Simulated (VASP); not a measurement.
S, 1 atom in the cell. The structure is cubic, space group Im-3m (No. 229). The conventional cell has a = 2.926 Å, b = 2.926 Å, c = 2.926 Å, α = 90.00°, β = 90.00°, γ = 90.00°. Within 3.3 Å of S (site symmetry m-3m) lie 14 S at 2.53 to 2.93 Å. 

* Program: VASP 6.6.1
* Task: relaxation of cell and atoms
* Functional: PBE
* Potentials or basis: VASP PAW PBE potentials, release 64 (S)
* Cutoff: 600 eV
* k mesh: 18 × 18 × 18
* Occupations: fermi-dirac, width 0.1 eV
* Spin: no spin polarisation
* Target pressure: 30 GPa
* Dipole correction: no
* Further INCAR settings: ALGO = Normal; EDIFF = 1e-06; IBRION = 2; EDIFFG = -0.005; NSW = 60; ISIF = 3

Potentials or basis: VASP PAW PBE potentials, release 64 (S).

Launch:

```console
$ cat potpaw_PBE.64/S/POTCAR > POTCAR
$ mpirun -np 1 vasp_std > vasp.out
```

Hardware: 1 thread of AMD EPYC 7R13, with other jobs on the host.

Q: How long does it take, and how much memory?

A: It took 65 s on 1 thread of AMD EPYC 7R13, with other jobs on the host, peak memory 0.1 GiB. Counts: scf iterations 20, k points 195, ion steps 3.
